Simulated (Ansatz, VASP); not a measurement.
**One calculation of Zn2S, two programs**

```
Zn S
1.0
     0.00000    3.09328    3.09328
     3.09328    0.00000    3.09328
     3.09328    3.09328    0.00000
Zn S
2 1
Direct
  0.25000 0.25000 0.25000
  0.75000 0.75000 0.75000
  0.50000 0.50000 0.50000
```

Alike in both runs: functional PBE; k mesh 6 × 6 × 6; occupations gaussian, width 0.1 eV; no spin polarisation.

Ansatz relaxed the structure, and its values are those at the end. VASP's run is a single point on that final structure, the one shown.

```csv
,VASP,Ansatz
version,VASP 6.6.1,Ansatz 0.2.0
potentials or method,"VASP PAW PBE potentials, release 64 (Zn, S), cutoff 520 eV","scalar-relativistic, plane waves, PAW"
valence electrons in the cell,30,30
```

Ansatz gave:

| Quantity | Value |
| --- | --- |
| gap on the k mesh at the Fermi level (eV) | none |
| pressure (GPa) | 0.2 |

Estimate VASP's values.

gap on the k mesh at the Fermi level (eV): none; pressure (GPa): 0.3.

A gap of «none» marks a metal or a gap that the smearing closes.
